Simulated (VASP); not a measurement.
# HfTi2Ge3 (Cmcm) in VASP: single point with PBE

Aim: the single point of HfTi2Ge3 with PBE.

Program: VASP 6.6.1. These are calculated values, not measurements. Logs are shortened: lines on timing, memory, paths and dates and some standing lists are left out, and cuts for length are marked.

### 1 The cell of the first run

Symmetry: Cmcm, No. 63, orthorhombic system. The conventional cell has a = 3.703 Å, b = 9.817 Å, c = 11.240 Å, α = 90.00°, β = 90.00°, γ = 90.00°. Within 3.5 Å of Hf (site symmetry m2m) lie 7 Ge at 2.65 to 2.92 Å and 6 Ti at 3.32 to 3.38 Å. Ti (site symmetry m) has 7 Ge at 2.60 to 2.96 Å and 3 Ti at 3.30 to 3.48 Å and 3 Hf at 3.32 to 3.38 Å within 3.5 Å. Within 3.4 Å of Ge (site symmetry m) lie 2 Ge at 2.60 to 2.65 Å and 5 Ti at 2.60 to 2.96 Å and 2 Hf at 2.72 Å. Within 3.5 Å of Ge (site symmetry m2m) lie 2 Ge at 2.65 Å and 3 Hf at 2.65 to 2.92 Å and 4 Ti at 2.66 Å.

### 2 Single point, PBE

File INCAR:

```
PREC = Accurate
ENCUT = 520
EDIFF = 1E-7
ISMEAR = 0
SIGMA = 0.2
LREAL = F
LASPH = T
NELM = 60
ALGO = Normal
ISIF = 2
LWAVE = F
LCHARG = F
GGA = PE
NBANDS = 88
```

File KPOINTS:

```
regular mesh
0
Gamma
  5 5 2
```

File POSCAR:

```
HfTi2Ge3
1.0
    1.8513471610     -4.9083970909      0.0000000000
    1.8513471610      4.9083970909      0.0000000000
    0.0000000000      0.0000000000     11.2396250863
Hf Ti Ge
2 4 6
Direct
    0.1450260540      0.8549739460      0.2500000000
    0.8549739460      0.1450260540      0.7500000000
    0.1365211295      0.8634788705      0.9141197542
    0.8634788705      0.1365211295      0.0858802458
    0.8634788705      0.1365211295      0.4141197542
    0.1365211295      0.8634788705      0.5858802458
    0.5986636198      0.4013363802      0.4230528101
    0.4013363802      0.5986636198      0.5769471899
    0.4013363802      0.5986636198      0.9230528101
    0.5986636198      0.4013363802      0.0769471899
    0.4154736117      0.5845263883      0.2500000000
    0.5845263883      0.4154736117      0.7500000000
```

Potentials or basis: VASP PAW PBE potentials, release 64 (Hf_pv, Ti_sv, Ge_d).

The run is started by

```console
> cat potpaw_PBE.64/Hf_pv/POTCAR potpaw_PBE.64/Ti_sv/POTCAR potpaw_PBE.64/Ge_d/POTCAR > POTCAR
> mpirun -np 1 vasp_std > vasp.out
```

OUTCAR:

```text
PREC = Accurate
   ENCUT = 520
   EDIFF = 1E-7
   ISMEAR = 0
   LREAL = F
   LASPH = T
   NELM = 60
   ISIF = 2
   GGA = PE

 ion  position               nearest neighbor table
   1  0.145  0.855  0.250-  11 2.65  10 2.72   7 2.72   7 2.72  10 2.72  11 2.92  11 2.92   4 3.32
                             5 3.32   5 3.38   4 3.38   5 3.38   4 3.38
   2  0.855  0.145  0.750-  12 2.65   9 2.72   8 2.72   8 2.72   9 2.72  12 2.92  12 2.92   3 3.32
                             6 3.32   3 3.38   6 3.38   3 3.38   6 3.38
   3  0.137  0.863  0.914-   9 2.60  10 2.63  10 2.63  12 2.66  12 2.66   2 3.32   2 3.38   2 3.38

   4  0.863  0.137  0.086-  10 2.60   9 2.63   9 2.63  11 2.66  11 2.66   1 3.32   1 3.38   1 3.38

   5  0.863  0.137  0.414-   7 2.60   8 2.63   8 2.63  11 2.66  11 2.66   1 3.32   1 3.38   1 3.38

   6  0.137  0.863  0.586-   8 2.60   7 2.63   7 2.63  12 2.66  12 2.66   2 3.32   2 3.38   2 3.38

   7  0.599  0.401  0.423-   8 2.60   5 2.60   6 2.63   6 2.63  11 2.65   1 2.72   1 2.72
   8  0.401  0.599  0.577-   7 2.60   6 2.60   5 2.63   5 2.63  12 2.65   2 2.72   2 2.72
   9  0.401  0.599  0.923-  10 2.60   3 2.60   4 2.63   4 2.63  12 2.65   2 2.72   2 2.72
  10  0.599  0.401  0.077-   9 2.60   4 2.60   3 2.63   3 2.63  11 2.65   1 2.72   1 2.72
  11  0.415  0.585  0.250-   7 2.65  10 2.65   1 2.65   5 2.66   4 2.66   4 2.66   5 2.66   1 2.92
                             1 2.92
  12  0.585  0.415  0.750-   8 2.65   9 2.65   2 2.65   6 2.66   3 2.66   3 2.66   6 2.66   2 2.92
                             2 2.92

  LATTYP: Found a base centered orthorhombic cell.
 ALAT       =     3.7026943220
 B/A-ratio  =     2.6512569843
 C/A-ratio  =     3.0355260545

  Lattice vectors:

 A1 = (   1.8513471610,  -4.9083970909,   0.0000000000)
 A2 = (   1.8513471610,   4.9083970909,   0.0000000000)
 A3 = (   0.0000000000,   0.0000000000,  11.2396250863)

Analysis of symmetry for initial positions (statically):
=====================================================================
 Subroutine PRICEL returns:
 Original cell was already a primitive cell.

 Routine SETGRP: Setting up the symmetry group for a
 base centered orthorhombic supercell.

 Subroutine GETGRP returns: Found  8 space group operations
 (whereof  4 operations were pure point group operations)
 out of a pool of  8 trial point group operations.

The static configuration has the point symmetry C_2h.
 The point group associated with its full space group is D_2h.

Analysis of symmetry for dynamics (positions and initial velocities):
=====================================================================
 Subroutine PRICEL returns:
 Original cell was already a primitive cell.

 Routine SETGRP: Setting up the symmetry group for a
 base centered orthorhombic supercell.

 Subroutine GETGRP returns: Found  8 space group operations
 (whereof  4 operations were pure point group operations)
 out of a pool of  8 trial point group operations.

The dynamic configuration has the point symmetry C_2h.
 The point group associated with its full space group is D_2h.

 Subroutine INISYM returns: Found  8 space group operations
 (whereof  4 operations are pure point group operations),
 and found     1 'primitive' translations

----------------------------------------------------------------------------------------

                                     Primitive cell

  volume of cell :     204.2723

  direct lattice vectors                    reciprocal lattice vectors
     1.851347161 -4.908397091  0.000000000     0.270073604 -0.101866249  0.000000000
     1.851347161  4.908397091  0.000000000     0.270073604  0.101866249  0.000000000
     0.000000000  0.000000000 11.239625086     0.000000000  0.000000000  0.088970939

  length of vectors
     5.245936362  5.245936362 11.239625086     0.288645950  0.288645950  0.088970939

  position of ions in fractional coordinates (direct lattice)
     0.145026054  0.854973946  0.250000000
     0.854973946  0.145026054  0.750000000
     0.136521129  0.863478871  0.914119754
     0.863478871  0.136521129  0.085880246
     0.863478871  0.136521129  0.414119754
[... 24 lines left out ...]

 KPOINTS: regular mesh

Automatic generation of k-mesh.
 Grid dimensions read from file:
 generate k-points for:    5    5    2

 Generating k-lattice:

  Cartesian coordinates                     Fractional coordinates (reciprocal lattice)
     0.054014721 -0.020373250  0.000000000     0.200000000  0.000000000  0.000000000
     0.054014721  0.020373250  0.000000000     0.000000000  0.200000000  0.000000000
     0.000000000  0.000000000  0.044485470     0.000000000  0.000000000  0.500000000

  Length of vectors
     0.057729190  0.057729190  0.044485470

  Shift w.r.t. Gamma in fractional coordinates (k-lattice)
     0.000000000  0.000000000  0.000000000

 Subroutine IBZKPT returns following result:
 ===========================================

 Found     18 irreducible k-points:

 Following reciprocal coordinates:
            Coordinates               Weight
  0.000000  0.000000  0.000000      1.000000
  0.200000 -0.000000  0.000000      4.000000
  0.400000  0.000000  0.000000      4.000000
  0.200000  0.200000  0.000000      2.000000
  0.400000  0.200000  0.000000      4.000000
 -0.400000  0.200000  0.000000      4.000000
[... 10 lines left out ...]
  0.400000  0.400000  0.500000      2.000000
 -0.400000  0.400000  0.500000      2.000000
   k-points           NKPTS =     18   k-points in BZ     NKDIM =     18   number of bands    NBANDS=     88
   number of dos      NEDOS =    301   number of ions     NIONS =     12
   total plane-waves  NPLWV = 134400
   dimension x,y,z NGX =    40 NGY =   40 NGZ =   84
   dimension x,y,z NGXF=    80 NGYF=   80 NGZF=  168
   ions per type =               2   4   6
   NGX,Y,Z   is equivalent  to a cutoff of  12.68, 12.68, 12.42 a.u.
   NGXF,Y,Z  is equivalent  to a cutoff of  25.35, 25.35, 24.85 a.u.
 SYSTEM =  unknown system
   PREC   = accura    normal or accurate (medium, high low for compatibility)
   ISTART =      0    job   : 0-new  1-cont  2-samecut
   ICHARG =      2    charge: 1-file 2-atom 10-const
   ISPIN  =      1    spin polarized calculation?
   LNONCOLLINEAR =      F non collinear calculations
   LSORBIT =      F    spin-orbit coupling
   LASPH  =      T    aspherical Exc in radial PAW
   ENCUT  =  520.0 eV  38.22 Ry    6.18 a.u.   9.75  9.75 20.90*2*pi/ulx,y,z
   NELM   =     60;   NELMIN=  2; NELMDL= -5     # of ELM steps
   EDIFF  = 0.1E-06   stopping-criterion for ELM
   LREAL  =      F    real-space projection
   EDIFFG = 0.1E-05   stopping-criterion for IOM
   NSW    =      0    number of steps for IOM
   IBRION =     -1    ionic relax: 0-MD 1-quasi-New 2-CG
   NFREE  =      0    steps in history (QN), initial steepest desc. (CG)
   ISIF   =      2    stress and relaxation
   ISYM   =      2    0-nonsym 1-usesym 2-fastsym
   POTIM  = 0.5000    time-step for ionic-motion
   TEBEG  =    0.0;   TEEND  =   0.0 temperature during run
   PSTRESS=    0.0 pullay stress
   NELECT =     152.0000    total number of electrons
   NUPDOWN=      -1.0000    fix difference up-down
   EMIN   =  10.00;   EMAX   =-10.00  energy-range for DOS
   EFERMI =   0.00;   METHOD = LEGACY
   ISMEAR =     0;   SIGMA  =   0.20  broadening in eV -4-tet -1-fermi 0-gaus
   EFERMI_NEDOS =   21; number of points for ismear=-14 and -15
   IALGO  =     38    algorithm
   IMIX   =      4    mixing-type and parameters
     AMIX     =   0.40;   BMIX     =  1.00
     AMIX_MAG =   1.60;   BMIX_MAG =  1.00
  volume/ion in A,a.u.               =      17.02       114.87
  Fermi-wavevector in a.u.,A,eV,Ry     =   1.483496  2.803400 29.943143  2.200759
  Thomas-Fermi vector in A             =   2.597150
   LORBIT       =      0    0 simple, 1 ext, 2 COOP (PROOUT), +10 PAW based schemes
   GGA     = PE    functional components
   LHFCALC =     F    Hartree Fock is set to
   AEXX    =    0.0000 exact exchange contribution
   IVDW    =     0    specifies the selected vdW correction
   LEPSILON=     F    determine dielectric tensor
   LRPA    =     F    only Hartree local field effects (RPA)
 non-spin polarized calculation
 Gauss-broadening in eV      SIGMA  =   0.20
  energy-cutoff  :      520.00
  volume of cell :      204.27
 maximum number of plane-waves:      5523
   NGX = 19   NGY = 19   NGZ = 41

 number of electron     151.9999955 magnetization

 Free energy of the ion-electron system (eV)
  ---------------------------------------------------
  ext. energy  EPLUGINS =         0.00000000
  ---------------------------------------------------
  free energy    TOTEN  =       -85.33873588 eV

  energy without entropy =      -85.23447940  energy(sigma->0) =      -85.28660764

 E-fermi :   8.1041     XC(G=0): -11.8419

 val. band max:        8.0901346104   @ k =   0.4000   0.4000   0.0000
 cond. band min:       8.1046911650   @ k =   0.0000   0.0000   0.0000
 fundamental gap:      0.0145565546
 Fermi energy:         8.1040818155

 k-point     1 :       0.0000    0.0000    0.0000
  band No.  band energies     occupation
      1     -49.0649      2.00000
      2     -49.0638      2.00000
      3     -49.0561      2.00000
      4     -49.0551      2.00000
      5     -25.3816      2.00000
      6     -25.3657      2.00000
[... 1627 lines left out ...]
     87      10.0848      0.00000
     88      10.0920      0.00000

------------------------ aborting loop because EDIFF is reached ----------------------------------------

  FORCE on cell =-STRESS in cart. coord.  units (eV):
  Direction    XX          YY          ZZ          XY          YZ          ZX
  --------------------------------------------------------------------------------------
  -------------------------------------------------------------------------------------
  Total        0.5320833     -0.1235968      0.5555329      0.0000000      0.0000000      0.0000000
  in kB        4.1733114     -0.9694124      4.3572347      0.0000000      0.0000000      0.0000000
  external PRESSURE =       2.5203779 kB  Pullay stress =       0.0000000 kB

 VOLUME and BASIS-vectors are now :
 -----------------------------------------------------------------------------
  energy-cutoff  :      520.00
  volume of cell :      204.27
      direct lattice vectors                 reciprocal lattice vectors
     1.851347161 -4.908397091  0.000000000     0.270073604 -0.101866249  0.000000000
     1.851347161  4.908397091  0.000000000     0.270073604  0.101866249  0.000000000
     0.000000000  0.000000000 11.239625086     0.000000000  0.000000000  0.088970939

 POSITION                                       TOTAL-FORCE (eV/Angst)
 -----------------------------------------------------------------------------------
      1.85135      3.48471      2.80991         0.000000      0.018242     -0.000000
      1.85135     -3.48471      8.42972         0.000000     -0.018242     -0.000000
      1.85135      3.56820     10.27436         0.000000      0.007056      0.007575
      1.85135     -3.56820      0.96526         0.000000     -0.007056     -0.007575
      1.85135     -3.56820      4.65455         0.000000     -0.007056      0.007575
      1.85135      3.56820      6.58507         0.000000      0.007056     -0.007575
      1.85135     -0.96856      4.75495         0.000000      0.042415      0.026051
      1.85135      0.96856      6.48467         0.000000     -0.042415     -0.026051
      1.85135      0.96856     10.37477         0.000000     -0.042415      0.026051
      1.85135     -0.96856      0.86486         0.000000      0.042415     -0.026051
      1.85135      0.82978      2.80991         0.000000     -0.062736     -0.000000
      1.85135     -0.82978      8.42972         0.000000      0.062736     -0.000000
 -----------------------------------------------------------------------------------
    total drift:                                0.000000      0.000000      0.000000

  FREE ENERGIE OF THE ION-ELECTRON SYSTEM (eV)
  ---------------------------------------------------
  free  energy   TOTEN  =       -85.3387358824 eV

  energy  without entropy=      -85.2344793980  energy(sigma->0) =      -85.28660764
```

Wall time 6.5 min (1 thread of AMD EPYC 9R45 (Zen 5), shared host); peak memory 0.49 GiB.

What came out:

```
Free energy            : -85.3387 eV
Pressure               : 0.3 GPa
Largest force          : 0.063 eV/Å
Band gap on the k mesh : zero (bands 76 and 77 overlap by 0.41 eV)
```

Forces on the atoms (eV/Å):
```
Hf   0.000  0.018  0.000
Hf   0.000 -0.018  0.000
Ti   0.000  0.007  0.008
Ti   0.000 -0.007 -0.008
Ti   0.000 -0.007  0.008
Ti   0.000  0.007 -0.008
Ge   0.000  0.042  0.026
Ge   0.000 -0.042 -0.026
Ge   0.000 -0.042  0.026
Ge   0.000  0.042 -0.026
Ge   0.000 -0.063  0.000
Ge   0.000  0.063  0.000
```

Caveat: the k points lie up to 0.36 Å⁻¹ apart; spin-orbit coupling is left out, which moves the levels of the heavy elements.
